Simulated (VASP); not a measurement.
# CsPbBr3 (P4/mmm) in VASP: further runs

CsPbBr3 is run at these levels: LDA; tasks: single point.

Program: VASP 6.6.1. These are calculated values, not measurements. Logs are shortened: lines on timing, memory, paths and dates and some standing lists are left out, and cuts for length are marked.

## (1) The cell of the first run

It takes space group P4/mmm (No. 123, tetragonal). The conventional cell has a = 5.870 Å, b = 5.870 Å, c = 6.134 Å, α = 90.00°, β = 90.00°, γ = 90.00°. Cs (site symmetry 4/mmm) has 12 Br at 4.15 to 4.25 Å and 8 Pb at 5.16 Å within 5.4 Å. Pb (site symmetry 4/mmm) has 6 Br at 2.94 to 3.07 Å within 3.9 Å. Within 3.9 Å of Br (site symmetry mmm) lie 2 Pb at 2.94 Å. Within 4.3 Å of Br (site symmetry 4/mmm) lie 2 Pb at 3.07 Å and 4 Cs at 4.15 Å and 8 Br at 4.25 Å.

## (2) Single point, LDA (strain +0.0450 x Voigt [0, 1, 0, 0, 0, 0])

INCAR

```
ALGO = Normal ; EDIFF = 1E-6
ENCUT = 520 ; ISIF = 2
ISMEAR = 0 ; LASPH = T
LCHARG = F ; LREAL = F
LWAVE = F ; NBANDS = 30
NELM = 80 ; PREC = Accurate
SIGMA = 0.05
```

KPOINTS

```
k-points
0
Gamma
  6 6 6
```

POSCAR

```
CsPbBr3
1.0
    5.8700000000      0.0000000000      0.0000000000
    0.0000000000      6.1341500000      0.0000000000
    0.0000000000      0.0000000000      5.8700000000
Cs Pb Br
1 1 3
Direct
    0.0000000000      0.0000000000      0.0000000000
    0.5000000000      0.5000000000      0.5000000000
    0.0000000000      0.5000000000      0.5000000000
    0.5000000000      0.0000000000      0.5000000000
    0.5000000000      0.5000000000      0.0000000000
```

Potentials or basis: VASP PAW LDA potentials, release 64 (Cs_sv, Pb_d, Br).

The run is started by

```
$ cat potpaw_LDA.64/Cs_sv/POTCAR potpaw_LDA.64/Pb_d/POTCAR potpaw_LDA.64/Br/POTCAR > POTCAR
$ mpirun -np 1 vasp_std > vasp.out
```

OUTCAR:

```text
EDIFF = 1E-6
   ENCUT = 520
   ISIF = 2
   ISMEAR = 0
   LASPH = T
   LREAL = F
   NELM = 80
   PREC = Accurate

 ion  position               nearest neighbor table
   1  0.000  0.000  0.000-
   2  0.500  0.500  0.500-   3 2.94   5 2.94   5 2.94   3 2.94   4 3.07   4 3.07
   3  0.000  0.500  0.500-   2 2.94   2 2.94
   4  0.500  0.000  0.500-   2 3.07   2 3.07
   5  0.500  0.500  0.000-   2 2.94   2 2.94

  LATTYP: Found a simple tetragonal cell.
 ALAT       =     5.8700000000
 C/A-ratio  =     1.0450000000

  Lattice vectors:

 A1 = (  -5.8700000000,   0.0000000000,   0.0000000000)
 A2 = (   0.0000000000,   0.0000000000,   5.8700000000)
 A3 = (   0.0000000000,   6.1341500000,   0.0000000000)

Analysis of symmetry for initial positions (statically):
=====================================================================
 Subroutine PRICEL returns:
 Original cell was already a primitive cell.

 Routine SETGRP: Setting up the symmetry group for a
 simple tetragonal supercell.

 Subroutine GETGRP returns: Found 16 space group operations
 (whereof 16 operations were pure point group operations)
 out of a pool of 16 trial point group operations.

The static configuration has the point symmetry D_4h.

Analysis of symmetry for dynamics (positions and initial velocities):
=====================================================================
 Subroutine PRICEL returns:
 Original cell was already a primitive cell.

 Routine SETGRP: Setting up the symmetry group for a
 simple tetragonal supercell.

 Subroutine GETGRP returns: Found 16 space group operations
 (whereof 16 operations were pure point group operations)
 out of a pool of 16 trial point group operations.

The dynamic configuration has the point symmetry D_4h.

 Subroutine INISYM returns: Found 16 space group operations
 (whereof 16 operations are pure point group operations),
 and found     1 'primitive' translations

----------------------------------------------------------------------------------------

                                     Primitive cell

  volume of cell :     211.3638

  direct lattice vectors                    reciprocal lattice vectors
     5.870000000  0.000000000  0.000000000     0.170357751  0.000000000  0.000000000
     0.000000000  6.134150000  0.000000000     0.000000000  0.163021772  0.000000000
     0.000000000  0.000000000  5.870000000     0.000000000  0.000000000  0.170357751

  length of vectors
     5.870000000  6.134150000  5.870000000     0.170357751  0.163021772  0.170357751

  position of ions in fractional coordinates (direct lattice)
     0.000000000  0.000000000  0.000000000
     0.500000000  0.500000000  0.500000000
     0.000000000  0.500000000  0.500000000
     0.500000000  0.000000000  0.500000000
     0.500000000  0.500000000  0.000000000

  ion indices of the primitive-cell ions
   primitive index   ion index
                 1           1
                 2           2
                 3           3
                 4           4
                 5           5

----------------------------------------------------------------------------------------

 KPOINTS: k-points

Automatic generation of k-mesh.
 Grid dimensions read from file:
 generate k-points for:    6    6    6

 Generating k-lattice:

  Cartesian coordinates                     Fractional coordinates (reciprocal lattice)
     0.028392959  0.000000000  0.000000000     0.166666667  0.000000000  0.000000000
     0.000000000  0.027170295  0.000000000     0.000000000  0.166666667  0.000000000
     0.000000000  0.000000000  0.028392959     0.000000000  0.000000000  0.166666667

  Length of vectors
     0.028392959  0.027170295  0.028392959

  Shift w.r.t. Gamma in fractional coordinates (k-lattice)
     0.000000000  0.000000000  0.000000000

 Subroutine IBZKPT returns following result:
 ===========================================

 Found     40 irreducible k-points:

 Following reciprocal coordinates:
            Coordinates               Weight
  0.000000  0.000000  0.000000      1.000000
  0.166667  0.000000  0.000000      4.000000
  0.333333  0.000000  0.000000      4.000000
  0.500000  0.000000  0.000000      2.000000
  0.000000  0.166667  0.000000      2.000000
  0.166667  0.166667  0.000000      8.000000
[... 16 lines left out ...]
  0.166667  0.333333  0.166667      8.000000
  0.333333  0.333333  0.166667     16.000000
 [... further k-points ...]
   k-points           NKPTS =     40   k-points in BZ     NKDIM =     40   number of bands    NBANDS=     30
   number of dos      NEDOS =    301   number of ions     NIONS =      5
   total plane-waves  NPLWV = 110592
   dimension x,y,z NGX =    48 NGY =   48 NGZ =   48
   dimension x,y,z NGXF=    96 NGYF=   96 NGZF=   96
   ions per type =               1   1   3
   NGX,Y,Z   is equivalent  to a cutoff of  13.59, 13.01, 13.59 a.u.
   NGXF,Y,Z  is equivalent  to a cutoff of  27.19, 26.02, 27.19 a.u.
 SYSTEM =  unknown system
   PREC   = accura    normal or accurate (medium, high low for compatibility)
   ISTART =      0    job   : 0-new  1-cont  2-samecut
   ICHARG =      2    charge: 1-file 2-atom 10-const
   ISPIN  =      1    spin polarized calculation?
   LNONCOLLINEAR =      F non collinear calculations
   LSORBIT =      F    spin-orbit coupling
   LASPH  =      T    aspherical Exc in radial PAW
   ENCUT  =  520.0 eV  38.22 Ry    6.18 a.u.  10.91 11.41 10.91*2*pi/ulx,y,z
   NELM   =     80;   NELMIN=  2; NELMDL= -5     # of ELM steps
   EDIFF  = 0.1E-05   stopping-criterion for ELM
   LREAL  =      F    real-space projection
   EDIFFG = 0.1E-04   stopping-criterion for IOM
   NSW    =      0    number of steps for IOM
   IBRION =     -1    ionic relax: 0-MD 1-quasi-New 2-CG
   NFREE  =      0    steps in history (QN), initial steepest desc. (CG)
   ISIF   =      2    stress and relaxation
   ISYM   =      2    0-nonsym 1-usesym 2-fastsym
   POTIM  = 0.5000    time-step for ionic-motion
   TEBEG  =    0.0;   TEEND  =   0.0 temperature during run
   PSTRESS=    0.0 pullay stress
   NELECT =      44.0000    total number of electrons
   NUPDOWN=      -1.0000    fix difference up-down
   EMIN   =  10.00;   EMAX   =-10.00  energy-range for DOS
   EFERMI =   0.00;   METHOD = LEGACY
   ISMEAR =     0;   SIGMA  =   0.05  broadening in eV -4-tet -1-fermi 0-gaus
   EFERMI_NEDOS =   21; number of points for ismear=-14 and -15
   IALGO  =     38    algorithm
   IMIX   =      4    mixing-type and parameters
     AMIX     =   0.40;   BMIX     =  1.00
     AMIX_MAG =   1.60;   BMIX_MAG =  1.00
  volume/ion in A,a.u.               =      42.27       285.27
  Fermi-wavevector in a.u.,A,eV,Ry     =   0.970247  1.833500 12.808235  0.941379
  Thomas-Fermi vector in A             =   2.100366
   LORBIT       =      0    0 simple, 1 ext, 2 COOP (PROOUT), +10 PAW based schemes
   GGA     = CA    functional components
   LHFCALC =     F    Hartree Fock is set to
   AEXX    =    0.0000 exact exchange contribution
   IVDW    =     0    specifies the selected vdW correction
   LEPSILON=     F    determine dielectric tensor
   LRPA    =     F    only Hartree local field effects (RPA)
 non-spin polarized calculation
 Gauss-broadening in eV      SIGMA  =   0.05
  energy-cutoff  :      520.00
  volume of cell :      211.36
 maximum number of plane-waves:      5728
 NGX is ok and might be reduce to    48
   NGX = 21   NGY = 23   NGZ = 21

 number of electron      44.0000005 magnetization

 Free energy of the ion-electron system (eV)
  ---------------------------------------------------
  ext. energy  EPLUGINS =         0.00000000
  ---------------------------------------------------
  free energy    TOTEN  =       -17.69611842 eV

  energy without entropy =      -17.69611842  energy(sigma->0) =      -17.69611842

 E-fermi :   0.9295     XC(G=0):  -7.8794

 val. band max:        0.6673265385   @ k =   0.5000   0.5000   0.5000
 cond. band min:       1.9926663678   @ k =   0.5000   0.5000   0.5000
 fundamental gap:      1.3253398293
 Fermi energy:         0.9295068369

 k-point     1 :       0.0000    0.0000    0.0000
  band No.  band energies     occupation
      1     -20.5473      2.00000
      2     -16.0462      2.00000
      3     -16.0074      2.00000
      4     -15.8890      2.00000
      5     -15.8890      2.00000
      6     -15.8779      2.00000
[... 22 lines left out ...]
     29       5.9375      0.00000
     30       6.6710      0.00000

 k-point     2 :       0.1667    0.0000    0.0000
  band No.  band energies     occupation
      1     -20.5471      2.00000
      2     -16.0362      2.00000
      3     -16.0014      2.00000
      4     -15.8893      2.00000
      5     -15.8890      2.00000
      6     -15.8782      2.00000
[... 22 lines left out ...]
     29       5.8140      0.00000
     30       6.0587      0.00000

 k-point     3 :       0.3333    0.0000    0.0000
  band No.  band energies     occupation
      1     -20.5466      2.00000
      2     -16.0259      2.00000
      3     -15.9790      2.00000
      4     -15.8898      2.00000
      5     -15.8890      2.00000
      6     -15.8787      2.00000
[... 22 lines left out ...]
     29       5.9820      0.00000
     30       6.5329      0.00000

 k-point     4 :       0.5000    0.0000    0.0000
  band No.  band energies     occupation
      1     -20.5463      2.00000
      2     -16.0238      2.00000
      3     -15.9644      2.00000
      4     -15.8900      2.00000
      5     -15.8890      2.00000
      6     -15.8789      2.00000
[... 22 lines left out ...]
     29       6.0942      0.00000
     30       6.9599      0.00000

 k-point     5 :       0.0000    0.1667    0.0000
  band No.  band energies     occupation
      1     -20.5472      2.00000
      2     -16.0462      2.00000
      3     -15.9999      2.00000
      4     -15.8891      2.00000
      5     -15.8891      2.00000
      6     -15.8779      2.00000
[... 22 lines left out ...]
     29       5.7489      0.00000
     30       6.6413      0.00000
[... 526 lines left out ...]
     29       6.2746      0.00000
     30       6.6095      0.00000

 k-point    22 :       0.5000    0.1667    0.1667
  band No.  band energies     occupation
      1     -20.5460      2.00000
      2     -16.0045      2.00000
      3     -15.9586      2.00000
      4     -15.8902      2.00000
      5     -15.8894      2.00000
      6     -15.8792      2.00000
[... 22 lines left out ...]
     29       6.4006      0.00000
     30       6.7799      0.00000

 k-point    23 :       0.1667    0.3333    0.1667
  band No.  band energies     occupation
      1     -20.5464      2.00000
      2     -16.0227      2.00000
      3     -15.9751      2.00000
      4     -15.8896      2.00000
      5     -15.8896      2.00000
      6     -15.8784      2.00000
[... 22 lines left out ...]
     29       6.3914      0.00000
     30       6.5794      0.00000

 k-point    24 :       0.3333    0.3333    0.1667
  band No.  band energies     occupation
      1     -20.5460      2.00000
      2     -16.0045      2.00000
      3     -15.9593      2.00000
      4     -15.8902      2.00000
      5     -15.8896      2.00000
      6     -15.8790      2.00000
[... 22 lines left out ...]
     29       6.5387      0.00000
     30       6.6671      0.00000

 [... further k-points ...]
[... 5 lines left out ...]
  --------------------------------------------------------------------------------------
  -------------------------------------------------------------------------------------
  Total       -1.7546573     -3.6799098     -1.7546573     -0.0000000      0.0000000      0.0000000
  in kB      -13.3006324    -27.8944091    -13.3006324     -0.0000000      0.0000000      0.0000000
  external PRESSURE =     -18.1652247 kB  Pullay stress =       0.0000000 kB

 VOLUME and BASIS-vectors are now :
 -----------------------------------------------------------------------------
  energy-cutoff  :      520.00
  volume of cell :      211.36
      direct lattice vectors                 reciprocal lattice vectors
     5.870000000  0.000000000  0.000000000     0.170357751  0.000000000  0.000000000
     0.000000000  6.134150000  0.000000000     0.000000000  0.163021772  0.000000000
     0.000000000  0.000000000  5.870000000     0.000000000  0.000000000  0.170357751

 POSITION                                       TOTAL-FORCE (eV/Angst)
 -----------------------------------------------------------------------------------
      0.00000      0.00000      0.00000         0.000000      0.000000      0.000000
      2.93500      3.06707      2.93500         0.000000      0.000000      0.000000
      0.00000      3.06707      2.93500         0.000000      0.000000      0.000000
      2.93500      0.00000      2.93500         0.000000      0.000000      0.000000
      2.93500      3.06707      0.00000         0.000000      0.000000      0.000000
 -----------------------------------------------------------------------------------
    total drift:                                0.000000     -0.000000     -0.000000

  FREE ENERGIE OF THE ION-ELECTRON SYSTEM (eV)
  ---------------------------------------------------
  free  energy   TOTEN  =       -17.6961184238 eV

  energy  without entropy=      -17.6961184238  energy(sigma->0) =      -17.69611842
```

It took 2 min on 1 thread of Intel Xeon 6975P-C (Granite Rapids), shared host; peak memory 0.42 GiB.

What came out:

```
Free energy            : -17.6961 eV
Pressure               : -1.8 GPa
Band gap on the k mesh : 1.33 eV
```

Caveat: the cell differs from its parent crystal (strain +0.0450 x Voigt [0, 1, 0, 0, 0, 0]); spin-orbit coupling is left out, which moves the levels of the heavy elements.

## (3) Single point, LDA (strain +0.0600 x Voigt [0, 1, 0, 0, 0, 0])

INCAR

```
SYSTEM = CsPbBr3
PREC     = Accurate       ! precision mode
ENCUT    = 520            ! plane-wave cutoff, eV
EDIFF    = 1E-6           ! SCF threshold, eV
ISMEAR   = 0              ! smearing method
SIGMA    = 0.05           ! smearing width, eV
LREAL    = .False.        ! projectors in reciprocal space
LASPH    = .True.         ! aspherical terms in the spheres
NELM     = 100            ! most SCF steps
ALGO     = Normal         ! electronic algorithm
ISIF     = 2              ! what is computed and relaxed
LWAVE    = .False.        ! write WAVECAR
LCHARG   = .False.        ! write CHGCAR
GGA      = CA             ! functional
NBANDS   = 30             ! bands
```

KPOINTS

```
Automatic mesh
0
Gamma
  6 6 6
  0 0 0
```

POSCAR: that of step 2 with these lines changed.

```diff
@@ -3,3 +3,3 @@
     5.8700000000      0.0000000000      0.0000000000
-    0.0000000000      6.1341500000      0.0000000000
+    0.0000000000      6.2222000000      0.0000000000
     0.0000000000      0.0000000000      5.8700000000
```

Potentials or basis: VASP PAW LDA potentials, release 64 (Cs_sv, Pb_d, Br).

The run is started by

```
$ cat potpaw_LDA.64/Cs_sv/POTCAR potpaw_LDA.64/Pb_d/POTCAR potpaw_LDA.64/Br/POTCAR > POTCAR
$ mpirun -np 1 vasp_std > vasp.out
```

Run time: 2 min. Hardware: 1 thread of Intel Xeon 6975P-C (Granite Rapids), shared host; peak memory 0.42 GiB.

Results (log left out):

- Free energy: -17.6402 eV
- Pressure: -2.0 GPa
- Band gap on the k mesh: 1.31 eV

Stress tensor (GPa, compression positive):
```
-1.39  0.00  0.00
 0.00 -3.15  0.00
 0.00  0.00 -1.39
```

Levels at points of the mesh, in eV from the valence-band top:
| k point | band 20 | band 21 | band 22 | band 23 | band 24 | band 25 |
| --- | --- | --- | --- | --- | --- | --- |
| (0.00, 0.00, 0.00) | -1.70 | -1.69 | -1.69 | 2.89 | 4.12 | 4.24 |
| (0.50, 0.00, 0.00) | -1.80 | -1.77 | -1.16 | 2.57 | 4.40 | 4.55 |
| (0.00, 0.50, 0.00) | -1.81 | -1.81 | -1.45 | 2.42 | 4.21 | 4.89 |
| (0.50, 0.50, 0.00) | -1.92 | -1.39 | -0.71 | 1.91 | 2.23 | 5.05 |
| (0.50, 0.00, 0.50) | -1.97 | -1.32 | -0.43 | 2.06 | 2.06 | 4.11 |
| (0.50, 0.50, 0.50) | -1.37 | -1.32 | 0.00 | 1.31 | 1.66 | 1.66 |

Caveat: the cell differs from its parent crystal (strain +0.0600 x Voigt [0, 1, 0, 0, 0, 0]); spin-orbit coupling is left out, which moves the levels of the heavy elements.
